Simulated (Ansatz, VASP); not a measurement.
**One calculation of SiO2, two programs**

```xyz
6
Lattice="4.2322 0.0000 0.0000 0.0000 4.2322 0.0000 0.0000 0.0000 2.6917" Properties=species:S:1:pos:R:3 pbc="T T T"
Si    0.0000    0.0000    0.0000
Si    2.1161    2.1161    1.3459
O     1.2993    1.2993    0.0000
O     0.8168    3.4154    1.3459
O     2.9329    2.9329    0.0000
O     3.4154    0.8168    1.3459
```

Alike in both runs: functional PBE; k mesh 6 × 6 × 8; occupations gaussian, width 0.1 eV; no spin polarisation.

Ansatz relaxed the structure, and its values are those at the end. VASP's run is a single point on that final structure, the one shown.

|  | VASP | Ansatz |
| --- | --- | --- |
| version | VASP 6.6.1 | Ansatz 0.2.0 |
| potentials or method | VASP PAW PBE potentials, release 64 (Si, O), cutoff 520 eV | scalar-relativistic, plane waves, PAW |
| valence electrons in the cell | 32 | 32 |

VASP gave:

```
gap on the k mesh at the Fermi level (eV) : 5.04
least direct gap on the mesh (eV)         : 5.04
pressure (GPa)                            : 0.5
rms of the force components (eV/Å)        : 0.019
```

Problem. Estimate Ansatz's values.

Solution. gap on the k mesh at the Fermi level (eV): 5.06; least direct gap on the mesh (eV): 5.06; pressure (GPa): 0.2; rms of the force components (eV/Å): 0.010.
